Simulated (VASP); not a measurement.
Write the native input for VASP 6.6.1 that does the following.

- Task: single point
- Functional: PBE
- Potentials or basis: VASP PAW PBE potentials, release 64 (Ta_sv_GW, N)
- Cutoff: 600 eV
- k mesh: 6 × 6 × 4
- Occupations: gaussian, width 0.1 eV
- Spin: no spin polarisation
- Dipole correction: no
- Second run: valence_matched
- Further INCAR settings: ALGO = Normal; EDIFF = 1e-06; NBANDS = 40

The structure of Ta2N lies in POSCAR:

```
Ta2N
1.0
    5.1231598700      0.0000000000      0.0000000000
   -2.5615799300      4.4367865900      0.0000000000
    0.0000000000      0.0000000000      4.1874003500
Ta N
4 2
Direct
    0.5000000000      0.0000000000      0.5000000000
    0.0000000000      0.5000000000      0.5000000000
    0.5000000000      0.5000000000      0.5000000000
    0.0000000000      0.0000000000      0.0000000000
    0.3333333300      0.6666666700      0.5000000000
    0.6666666700      0.3333333300      0.5000000000
```

One way to write it, as run:

INCAR

```
ALGO = Normal ; EDIFF = 1E-6
ENCUT = 600 ; GGA = PE
GGA_COMPAT = False ; ISIF = 2
ISMEAR = 0 ; LASPH = True
LCHARG = True ; LELF = True
LREAL = False ; LVHAR = True
LWAVE = False ; NBANDS = 40
NELM = 120 ; PREC = Accurate
SIGMA = 0.1
```

KPOINTS

```
k-points
0
Gamma
  6 6 4
```

Potentials or basis: VASP PAW PBE potentials, release 64 (Ta_sv_GW, N).

Launch:

```console
$ cat potpaw_PBE.64/Ta_sv_GW/POTCAR potpaw_PBE.64/N/POTCAR > POTCAR
$ mpirun -np 1 vasp_std > vasp.out
```

It gave:

```
Pressure               : 202.8 GPa
Band gap on the k mesh : zero (band 31 reaches 9.77 eV, above the bottom of band 32 at 8.35 eV)
```

Caveat: the k points lie up to 0.38 Å⁻¹ apart; spin-orbit coupling is left out, which moves the levels of the heavy elements.

It took 87 s on 1 thread of Intel(R) Xeon(R) 6975P-C (Granite Rapids), with other jobs on the host, peak memory 0.28 GiB.
